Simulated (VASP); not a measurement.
Wanted: the native input for a VASP 6.6.1 run.

* Task: single point
* Functional: PBE
* Potentials or basis: VASP PAW PBE potentials, release 64 (Cd, W_sv)
* Cutoff: 520 eV
* k mesh: 6 × 6 × 6
* Occupations: gaussian, width 0.1 eV
* Spin: no spin polarisation
* Dipole correction: no
* Further INCAR settings: ALGO = Normal; EDIFF = 1e-06; NBANDS = 27

The structure of CdW2 lies in POSCAR:

```
CdW2
1.0
    4.7091521848      0.0000000001      0.0000000000
   -2.3545760925      4.0782454223      0.0000000000
    0.0000000000      0.0000000000      2.7390965935
Cd W
1 2
Direct
    0.0000000000      0.0000000000      0.0000000000
    0.3333333333      0.6666666667      0.5000000000
    0.6666666667      0.3333333333      0.5000000000
```

The input as run:

INCAR

```
SYSTEM = CdW2
PREC = Accurate
ENCUT = 520
EDIFF = 1E-6
ISMEAR = 0
SIGMA = 0.1
LREAL = .False.
LASPH = .True.
NELM = 100
ALGO = Normal
ISIF = 2
LWAVE = .False.
LCHARG = .False.
GGA = PE
NBANDS = 27
```

KPOINTS

```
regular mesh
0
Gamma
  6 6 6
  0 0 0
```

Potentials or basis: VASP PAW PBE potentials, release 64 (Cd, W_sv).

Command:

```bash
$ cat potpaw_PBE.64/Cd/POTCAR potpaw_PBE.64/W_sv/POTCAR > POTCAR
$ mpirun -np 1 vasp_std > vasp.out
```

It gave:

| Property | Result |
| --- | --- |
| Pressure | 0.5 GPa |
| Band gap on the k mesh | zero (bands 20 and 21 overlap by 1.18 eV) |

Caveat: the k points lie up to 0.38 Å⁻¹ apart, too coarse for converged energies and pressures of a metal; spin-orbit coupling is left out, which moves the levels of the heavy elements.

It took 18 s on 1 thread of Oxide Virtual Turin-like Processor, on a shared host, peak memory 0.15 GiB.
